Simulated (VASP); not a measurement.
# Al30Si (a cell with a defect): single point with PBE

Al30Si (a cell with a defect):

```
Si Al
1.0
     8.10000    0.00000    0.00000
     0.00000    8.10000    0.00000
     0.00000    0.00000    8.10000
Si Al
1 30
Direct
  0.35737 0.99991 0.89236
  0.74977 0.24805 0.00108
  0.74925 0.00002 0.24664
  0.01184 0.00004 0.98907
  0.24463 0.27037 0.00498
  0.50185 0.50011 0.99911
  0.74972 0.75196 0.00106
  0.26051 0.00004 0.23778
  0.50306 0.25273 0.24806
  0.75212 0.50006 0.25063
  0.49492 0.00014 0.50111
  0.74915 0.25318 0.50045
  0.74847 0.00014 0.75468
  0.99168 0.49989 0.00076
  0.24438 0.72941 0.00523
  0.00087 0.24955 0.24872
  0.24885 0.49990 0.25792
  0.50310 0.74739 0.24785
  0.00295 0.00002 0.50037
  0.24852 0.24805 0.49983
  0.50180 0.50006 0.49819
  0.74914 0.74696 0.50046
  0.50005 0.25352 0.74952
  0.75141 0.50006 0.74781
  0.00067 0.75038 0.24893
  0.99896 0.50007 0.49748
  0.24854 0.75195 0.49988
  0.00154 0.25273 0.74655
  0.25048 0.50010 0.74775
  0.49986 0.74667 0.74973
  0.00173 0.74738 0.74650
```

```
Program             : VASP 6.6.1
Task                : single point
Functional          : PBE
Potentials or basis : VASP PAW PBE potentials, release 64 (Si, Al)
Cutoff              : 520 eV
k mesh              : 2 × 2 × 2
Occupations         : fermi-dirac, width 0.15 eV
Spin                : no spin polarisation
```

```
Pressure               : -0.7 GPa
Largest force          : 0.030 eV/Å
Band gap on the k mesh : zero (bands 47 and 48 overlap by 0.84 eV)
```

Forces in eV/Å, atoms in the order of the input:
```
Si  -0.021  0.002  0.022
Al  -0.004  0.002  0.006
Al  -0.006  0.001  0.004
Al   0.003 -0.003 -0.002
Al   0.003 -0.001 -0.004
Al   0.009 -0.005 -0.006
Al   0.003  0.001  0.002
Al   0.002 -0.003 -0.005
Al   0.003  0.000 -0.002
Al   0.008 -0.003 -0.006
Al   0.008 -0.006 -0.003
Al   0.001  0.002  0.000
Al   0.003 -0.005 -0.007
Al  -0.011  0.004  0.006
Al   0.003  0.010 -0.003
Al   0.001 -0.001 -0.001
Al  -0.007  0.003  0.012
Al  -0.001  0.001  0.007
Al  -0.003  0.001  0.005
Al  -0.006  0.003  0.003
Al  -0.001  0.003  0.003
Al  -0.005 -0.001  0.005
Al   0.001  0.004  0.001
Al  -0.002  0.002  0.001
Al   0.006  0.002 -0.009
Al   0.008 -0.004 -0.006
Al  -0.002  0.000 -0.004
Al   0.001  0.000 -0.003
Al   0.004 -0.005 -0.009
Al   0.008 -0.007 -0.008
Al  -0.006  0.002  0.002
```

Stress tensor (GPa, compression positive):
```
-0.77  0.00  0.06
 0.00 -0.61  0.00
 0.06  0.00 -0.78
```

Levels at points of the mesh, in eV from the Fermi level:
| k point | band 45 | band 46 | band 47 | band 48 | band 49 | band 50 |
| --- | --- | --- | --- | --- | --- | --- |
| (0.00, 0.00, 0.00) | -0.09 | -0.06 | 0.49 | 0.58 | 0.67 | 0.71 |
| (0.50, 0.00, 0.00) | -0.34 | -0.03 | 0.00 | 0.01 | 0.13 | 0.24 |
| (0.00, 0.50, 0.00) | -0.14 | -0.10 | -0.08 | -0.07 | 0.08 | 0.36 |
| (0.00, 0.00, 0.50) | -0.34 | -0.03 | 0.00 | 0.01 | 0.13 | 0.24 |
| (0.50, 0.50, 0.00) | -0.23 | -0.15 | -0.02 | 0.08 | 0.84 | 0.97 |
| (0.00, 0.50, 0.50) | -0.23 | -0.15 | -0.02 | 0.08 | 0.84 | 0.97 |
| (0.50, 0.00, 0.50) | -0.17 | -0.10 | 0.05 | 0.06 | 0.96 | 0.96 |
| (0.50, 0.50, 0.50) | -0.44 | -0.41 | -0.40 | -0.35 | -0.26 | -0.17 |

Wall time 3.8 min on 1 thread of Intel(R) Xeon(R) 6975P-C (Granite Rapids), on a shared host, peak memory 0.55 GiB.

Caveat: the k points lie up to 0.39 Å⁻¹ apart, too coarse for converged energies and pressures of a metal.
